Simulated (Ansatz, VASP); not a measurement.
One calculation of CaSe, two programs

INCAR

```
ALGO = Normal
EDIFF = 1E-6
ENCUT = 520
GGA = PE
ISIF = 2
ISMEAR = 0
LASPH = True
LCHARG = False
LREAL = False
LWAVE = False
NBANDS = 15
NELM = 100
PREC = Accurate
SIGMA = 0.02
```

Contents of KPOINTS:

```
k-points
0
Gamma
  8 8 8
```

POSCAR

```
CaSe
1.0
    0.0000000000      2.9178841434      2.9178841434
    2.9178841434      0.0000000000      2.9178841434
    2.9178841434      2.9178841434      0.0000000000
Ca Se
1 1
Direct
    0.5000000000      0.5000000000      0.5000000000
    0.0000000000      0.0000000000      0.0000000000
```

Input for Ansatz:

```yaml
crystal:
  lattice:
    - [0.0, 2.9178841434, 2.9178841434]
    - [2.9178841434, 0.0, 2.9178841434]
    - [2.9178841434, 2.9178841434, 0.0]
  atoms:
    - { symbol: Ca, position: [0.5, 0.5, 0.5] }
    - { symbol: Se, position: [0.0, 0.0, 0.0] }
basis:
  ecutwfc: 420
kpoints:
  mp_grid: { grid: [8, 8, 8] }
hamiltonian:
  xc: pbe
scf:
  occupations: { method: gaussian, width: 0.02 }
output:
  forces: true
  stress: true
  eigenvalues: true
  write_density: true
  write_potential: true
  elf: true
  volumetric_format: npy
```

Alike in both runs: task single point; functional PBE; k mesh 8 × 8 × 8; occupations gaussian, width 0.02 eV; no spin polarisation.

```csv
,VASP,Ansatz
version,VASP 6.6.1,Ansatz 0.2.0
potentials or method,"VASP PAW PBE potentials, release 64 (Ca_sv, Se), cutoff 520 eV","scalar-relativistic, plane waves, PAW"
valence electrons in the cell,16,26
```

VASP gave:

```
gap on the k mesh at the Fermi level (eV) : 1.92
least direct gap on the mesh (eV)         : 2.89
pressure (GPa)                            : 3.6
```

Problem. Which values does Ansatz return?

Solution. gap on the k mesh at the Fermi level (eV): 1.93; least direct gap on the mesh (eV): 2.90; pressure (GPa): 3.4.

VASP's potentials hold 16 valence electrons a cell and Ansatz's 26, so a difference there can come from the potentials and not from the codes.
